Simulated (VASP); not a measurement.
# Si16C15 (a cell with a defect) in VASP: single point with PBEsol

Aim: the single point of Si16C15 (a cell with a defect) with PBEsol.

All numbers are computed with VASP 6.6.1; they aren't measurements. Logs are shortened: lines on timing, memory, paths and dates and some standing lists are left out, and cuts for length are marked.

## Step 1: The cell of the first run

The cell holds a defect, 31 atoms: a = 7.546 Å, b = 7.546 Å, c = 7.546 Å, α = 109.47°, β = 109.47°, γ = 109.47°.

## Step 2: Single point, PBEsol, collinear spin

Contents of INCAR:

```
SYSTEM = Si16C15
  ALGO = Normal
  EDIFF = 1E-7
  ENCUT = 520
  GGA = PS
  ISIF = 2
  ISMEAR = 0
  ISPIN = 2
  LASPH = .TRUE.
  LCHARG = .FALSE.
  LORBIT = 11
  LREAL = Auto
  LWAVE = .FALSE.
  MAGMOM = 0.5 0 0.5 0 0.5 0 0 0 0 0 0 0 0.5 0 0 0 0 0 0 0 0 0 0 0 0 0 0 0 0 0 0
  NBANDS = 87
  NELM = 150
  PREC = Accurate
  SIGMA = 0.02
```

Contents of KPOINTS:

```
Automatic mesh
0
Gamma
  2 2 2
  0.5 0.5 0.5
```

Contents of POSCAR:

```
Si16C15
1.0
   -4.3567947893      4.3567947893     -4.3567947893
    4.3567947893      4.3567947893      4.3567947893
    4.3567947893     -4.3567947893     -4.3567947893
Si C
16 15
Direct
    0.2501008063      0.2590325722      0.7508532261
   -0.0022275577      0.5001095076      0.7498784109
    0.4939195799      0.2429032417      0.4922038636
    0.7479787605      0.7485651875      0.7482705734
    0.2501284804      0.4995262094      0.5083553474
    0.4999380966      0.0017412065      0.7493302397
    0.0002479128      0.7518784062      0.4994655147
    0.7522380826      0.2506623252      0.2503883406
    0.5000615441      0.4996921030      0.2516438101
    0.7521159162      0.0006826037      0.5004284263
    0.0001379701      0.2497045678      0.0016762063
    0.2500990278      0.7477687223      0.2502418583
    0.0063852604     -0.0006845932      0.2485582181
    0.7481304472      0.4986941032     -0.0015428863
    0.5024753705      0.7524449415      0.0022150348
    0.2501217691      0.0004132575     -0.0025623270
   -0.0013944456      0.5013649649      0.5013230963
    0.5000064962      0.2487275936      0.2467755096
    0.7501415503      0.7501282902      0.4999563719
    0.2500971796      0.4964751500      0.2536688345
    0.4998575177     -0.0026018534      0.4985270117
    0.0003425410      0.7476485998      0.2487398138
    0.7501161036      0.2501515990     -0.0000558781
    0.5018977352      0.5033299777      0.0030966280
    0.7565521557      0.0035244520      0.2533376722
   -0.0017068793      0.2515212112      0.7512912074
    0.2500685282      0.7501194445     -0.0000551876
    0.0002038676     -0.0012111579     -0.0031221264
    0.7435914085      0.4970445660      0.7468378981
    0.5015773327      0.7528617568      0.7528199705
    0.2501087941      0.0040093287      0.7462632229
```

Potentials or basis: VASP PAW PBE potentials, release 64 (Si, C).

On the command line:

```console
cat potpaw_PBE.64/Si/POTCAR potpaw_PBE.64/C/POTCAR > POTCAR
mpirun -np 1 vasp_std > vasp.out
```

OUTCAR:

```text
SYSTEM = Si16C15
   EDIFF = 1E-7
   ENCUT = 520
   GGA = PS
   ISIF = 2
   ISMEAR = 0
   ISPIN = 2
   LASPH = .TRUE.
   LORBIT = 11
   LREAL = Auto
   NELM = 150
   PREC = Accurate

 ion  position               nearest neighbor table
   1  0.250  0.259  0.751-  24 1.88  26 1.88  31 1.91   5 2.98   2 3.04  15 3.04  10 3.07  14 3.07
                            11 3.09   9 3.09  13 3.10   3 3.10  16 3.11   6 3.12   7 3.12
   2  0.998  0.500  0.750-  26 1.88  17 1.88  27 1.89  29 1.90   1 3.04   5 3.04  14 3.07   4 3.07
                            10 3.08   8 3.08  16 3.08  12 3.08   7 3.09  11 3.09   3 3.10  15 3.11
   3  0.494  0.243  0.492-  18 1.88  21 1.88  29 1.91  13 3.00  16 3.05  12 3.05   9 3.06   6 3.07
                             8 3.08  10 3.08   5 3.08   1 3.10   2 3.10   4 3.12  14 3.12
   4  0.748  0.749  0.748-  30 1.88  19 1.88  29 1.88  28 1.89   9 3.06   5 3.07   2 3.07  15 3.08
                            10 3.08  14 3.08  13 3.08   7 3.09  11 3.09   6 3.09  16 3.09   3 3.12
   5  0.250  0.500  0.508-  30 1.89  17 1.89  20 1.91   1 2.98  15 3.04   2 3.04   4 3.07   8 3.07
                            13 3.08   3 3.08   6 3.10   7 3.10  12 3.12   9 3.12  11 3.12
   6  0.500  0.002  0.749-  21 1.88  31 1.88  23 1.88  30 1.89  14 3.06  16 3.07   3 3.07  12 3.08
                             7 3.08  11 3.08   8 3.09  10 3.09   4 3.09  15 3.09   5 3.10   1 3.12
   7  0.000  0.752  0.499-  22 1.88  31 1.88  19 1.88  17 1.89  10 3.06  16 3.07  13 3.07  12 3.08
                             6 3.08   9 3.08  14 3.09   4 3.09   8 3.09   2 3.09   5 3.10   1 3.12
   8  0.752  0.251  0.250-  17 1.88  23 1.88  25 1.88  18 1.89  11 3.06   5 3.07  15 3.07   2 3.08
                            14 3.08  10 3.08   3 3.08   6 3.09   9 3.09   7 3.09  16 3.09  13 3.11
   9  0.500  0.500  0.252-  18 1.88  20 1.88  19 1.88  24 1.89   4 3.06   3 3.06  12 3.07  16 3.08
[... 16 lines left out ...]
  18  0.500  0.249  0.247-  16 1.88   9 1.88   3 1.88   8 1.89
  19  0.750  0.750  0.500-   4 1.88   9 1.88   7 1.88  10 1.88
  20  0.250  0.496  0.254-   9 1.88  11 1.88  12 1.91   5 1.91
  21  0.500  0.997  0.499-  12 1.88   6 1.88   3 1.88  10 1.89
  22  0.000  0.748  0.249-  12 1.88   7 1.88  13 1.88  14 1.89
  23  0.750  0.250  1.000-   8 1.88  11 1.88  14 1.88   6 1.88
  24  0.502  0.503  0.003-  15 1.88  14 1.88   1 1.88   9 1.89
  25  0.757  0.004  0.253-  10 1.88   8 1.88  15 1.90  13 1.91
  26  0.998  0.252  0.751-   2 1.88  10 1.88   1 1.88  11 1.89
  27  0.250  0.750  1.000-   2 1.89  15 1.89  12 1.89  16 1.90
  28  0.000  0.999  0.997-  16 1.88  11 1.88  13 1.88   4 1.89
  29  0.744  0.497  0.747-  14 1.88   4 1.88   2 1.90   3 1.91
  30  0.502  0.753  0.753-  15 1.88   4 1.88   5 1.89   6 1.89
  31  0.250  0.004  0.746-   6 1.88   7 1.88  16 1.90   1 1.91

  LATTYP: Found a body centered cubic cell.
 ALAT       =     8.7135895786

  Lattice vectors:

 A1 = (  -4.3567947893,   4.3567947893,  -4.3567947893)
 A2 = (   4.3567947893,   4.3567947893,   4.3567947893)
 A3 = (   4.3567947893,  -4.3567947893,  -4.3567947893)

Analysis of symmetry for initial positions (statically):
=====================================================================
 Subroutine PRICEL returns:
 Original cell was already a primitive cell.

[... 229 lines left out ...]
 k-point     1 :       0.2500    0.2500    0.2500
  band No.  band energies     occupation
      1      -6.3597      1.00000
      2      -6.3550      1.00000
      3      -6.3503      1.00000
      4      -5.9693      1.00000
      5      -3.6262      1.00000
      6      -3.6166      1.00000
[... 297 lines left out ...]
     73      13.1884      0.00000
     74      13.2982      0.00000
 Fermi energy:         9.5969778891

 spin component 2

 k-point     1 :       0.2500    0.2500    0.2500
  band No.  band energies     occupation
      1      -6.3482      1.00000
      2      -6.3437      1.00000
      3      -6.3389      1.00000
      4      -5.9472      1.00000
      5      -3.6099      1.00000
      6      -3.6019      1.00000
[... 297 lines left out ...]
     73      13.2292      0.00000
     74      13.3176      0.00000
 [bands above 74 left out]

------------------------ aborting loop because EDIFF is reached ----------------------------------------

  FORCE on cell =-STRESS in cart. coord.  units (eV):
  Direction    XX          YY          ZZ          XY          YZ          ZX
  --------------------------------------------------------------------------------------
  -------------------------------------------------------------------------------------
  Total        2.1909083     -2.8173800     -2.8118175     -0.2232773     -0.4591119     -0.2170776
  in kB       10.6114193    -13.6456652    -13.6187234     -1.0814186     -2.2236572     -1.0513911
  external PRESSURE =      -5.5509897 kB  Pullay stress =       0.0000000 kB

 VOLUME and BASIS-vectors are now :
 -----------------------------------------------------------------------------
  energy-cutoff  :      520.00
  volume of cell :      330.80
      direct lattice vectors                 reciprocal lattice vectors
    -4.356794789  4.356794789 -4.356794789     0.000000000  0.114763266 -0.114763266
     4.356794789  4.356794789  4.356794789     0.114763266  0.114763266  0.000000000
     4.356794789 -4.356794789 -4.356794789     0.114763266  0.000000000 -0.114763266

 POSITION                                       TOTAL-FORCE (eV/Angst)
 -----------------------------------------------------------------------------------
      3.31023     -1.05312     -3.23240        -0.034397     -0.001234      0.001338
      1.09885      3.25890     -5.43528        -0.004850     -0.007590      0.006996
      1.05080      1.06575     -3.23806         0.019868     -0.025229      0.011475
      3.26262      3.26007     -3.25751         0.003249     -0.002779     -0.010601
      3.30137      1.05129     -1.12823         0.003396      0.011750      0.019647
      1.09414     -1.07896     -5.43522        -0.002924     -0.001677     -0.005559
[... 23 lines left out ...]
      4.37468      2.18545     -2.18509        -0.006764     -0.002359      0.001011
      2.17911     -2.14418     -4.32352        -0.002761     -0.012799     -0.007823
 -----------------------------------------------------------------------------------
    total drift:                               -0.006231      0.000946     -0.007446

  FREE ENERGIE OF THE ION-ELECTRON SYSTEM (eV)
  ---------------------------------------------------
  free  energy   TOTEN  =      -240.3844748784 eV

  energy  without entropy=     -240.3844428032  energy(sigma->0) =     -240.38445884

 total charge

# of ion       s       p       d       tot
------------------------------------------
    1        0.730   0.898   0.000   1.628
    2        0.709   0.966   0.000   1.675
    3        0.730   0.900   0.000   1.630
    4        0.710   0.971   0.000   1.680
    5        0.729   0.895   0.000   1.624
    6        0.709   0.970   0.000   1.680
[... 23 lines left out ...]
   30        0.838   1.690   0.000   2.528
   31        0.836   1.674   0.000   2.510
--------------------------------------------------
tot         23.998  40.512   0.000  64.511

 magnetization (x)

# of ion       s       p       d       tot
------------------------------------------
    1        0.008   0.022   0.000   0.030
    2        0.000   0.000   0.000   0.001
    3        0.008   0.025   0.000   0.033
    4        0.001   0.001   0.000   0.002
    5        0.008   0.023   0.000   0.032
    6        0.001   0.001   0.000   0.002
[... 23 lines left out ...]
   30        0.001   0.007   0.000   0.009
   31       -0.000   0.001   0.000   0.000
--------------------------------------------------
tot          0.050   0.181   0.000   0.231
```

OSZICAR:

```text
N       E                     dE             d eps       ncg     rms          rms(c)
DAV:   1     0.347295862431E+03    0.34730E+03   -0.56231E+04  1392   0.129E+03
DAV:   2    -0.227647769719E+03   -0.57494E+03   -0.54437E+03  1720   0.224E+02
DAV:   3    -0.266829239284E+03   -0.39181E+02   -0.38741E+02  1696   0.551E+01
DAV:   4    -0.267647888736E+03   -0.81865E+00   -0.81578E+00  1760   0.876E+00
DAV:   5    -0.267664781833E+03   -0.16893E-01   -0.16877E-01  1712   0.124E+00    0.338E+01
DAV:   6    -0.241192813199E+03    0.26472E+02   -0.82722E+01  1569   0.219E+01    0.153E+01
DAV:   7    -0.240596682805E+03    0.59613E+00   -0.80869E+00  1736   0.713E+00    0.672E+00
DAV:   8    -0.240409147762E+03    0.18754E+00   -0.45230E-01  1640   0.185E+00    0.263E+00
DAV:   9    -0.240384938079E+03    0.24210E-01   -0.48249E-02  1712   0.730E-01    0.987E-01
DAV:  10    -0.240384197691E+03    0.74039E-03   -0.79385E-03  1672   0.244E-01    0.263E-01
DAV:  11    -0.240384391669E+03   -0.19398E-03   -0.17736E-03  1704   0.124E-01    0.126E-01
DAV:  12    -0.240384461489E+03   -0.69821E-04   -0.28810E-04  1640   0.581E-02    0.552E-02
DAV:  13    -0.240384473159E+03   -0.11670E-04   -0.10853E-04  1824   0.317E-02    0.233E-02
DAV:  14    -0.240384474118E+03   -0.95906E-06   -0.12693E-05  1632   0.120E-02    0.914E-03
DAV:  15    -0.240384474224E+03   -0.10550E-06   -0.42004E-06  1840   0.624E-03    0.384E-03
DAV:  16    -0.240384474672E+03   -0.44801E-06   -0.76166E-07  1576   0.266E-03    0.150E-03
DAV:  17    -0.240384474843E+03   -0.17081E-06   -0.84400E-08   864   0.904E-04    0.753E-04
DAV:  18    -0.240384474878E+03   -0.35767E-07   -0.20330E-08   864   0.471E-04
   1 F= -.24038447E+03 E0= -.24038446E+03  d E =-.320752E-04  mag=     0.5007
```

It took 5.6 min on 1 thread of Intel Xeon Platinum 8559C (Emerald Rapids), shared host; peak memory 0.62 GiB.

Results:

| Item | Value |
| --- | --- |
| Free energy | -240.3845 eV |
| Pressure | -0.6 GPa |
| Largest force | 0.034 eV/Å |
| Net moment | 0.50 μB per cell |
| Site moments | Si +0.03, +0.00 (each value once); C +0.01, +0.00, -0.00 (each value once) μB |
| Valence electrons inside the program's atomic spheres | Si 1.63, 1.68, 1.62, 1.67 (each value once); C 2.53, 2.51, 2.52 (each value once) |

Forces on the atoms (eV/Å):
```
Si  -0.034 -0.001  0.001
Si  -0.005 -0.008  0.007
Si   0.020 -0.025  0.011
Si   0.003 -0.003 -0.011
Si   0.003  0.012  0.020
Si  -0.003 -0.002 -0.006
Si  -0.005 -0.002 -0.004
Si   0.007 -0.008  0.002
Si  -0.008  0.002  0.001
Si   0.004 -0.011  0.002
Si  -0.008  0.002  0.001
Si   0.004  0.001  0.002
Si   0.005  0.007 -0.031
Si   0.003  0.004  0.000
Si   0.000 -0.001 -0.002
Si   0.001 -0.005 -0.001
C   -0.007  0.004 -0.011
C    0.010  0.001 -0.003
C    0.004  0.006  0.009
C    0.004  0.007  0.003
C   -0.006  0.002 -0.007
C    0.004 -0.004  0.003
C   -0.001  0.002  0.004
C   -0.005  0.000  0.010
C    0.001  0.000  0.012
C   -0.002  0.012 -0.001
C    0.002  0.011 -0.002
C    0.017  0.000  0.004
C    0.001  0.012 -0.007
C   -0.007 -0.002  0.001
C   -0.003 -0.013 -0.008
```

Caveat: the k points lie up to 0.51 Å⁻¹ apart; the PAW data sets were made with another functional, which shifts forces and pressure a little.
